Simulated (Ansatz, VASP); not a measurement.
One calculation of Zr2F, two programs

```xyz
3
Lattice="0.0000 2.2525 6.3963 2.2502 0.0000 6.3963 2.2502 2.2525 0.0000" Properties=species:S:1:pos:R:3 pbc="T T T"
Zr    2.2502    2.2525    8.5409
Zr    2.2502    2.2525    4.2516
F     2.2502    2.2525    6.3963
```

Change from the starting cell: species swapped into the LiMg2 type (Cmcm, No. 63).

Alike in both runs: functional PBE; k mesh 12 × 12 × 12; occupations gaussian, width 0.1 eV; no spin polarisation.

Ansatz relaxed the structure, and its values are those at the end. VASP's run is a single point on that final structure, the one shown.

|  | VASP | Ansatz |
| --- | --- | --- |
| version | VASP 6.6.1 | Ansatz 0.2.0 |
| potentials or method | VASP PAW PBE potentials, release 64 (Zr_sv, F), cutoff 520 eV | scalar-relativistic, plane waves, PAW |
| valence electrons in the cell | 31 | 31 |

```tsv
	VASP	Ansatz	Ansatz less VASP
gap on the k mesh at the Fermi level (eV)	none	none	-
pressure (GPa)	0.0	0.0	+0.02
rms of the force components (eV/Å)	0.012	0.000	-0.0115
```

A gap of «none» marks a metal or a gap that the smearing closes.
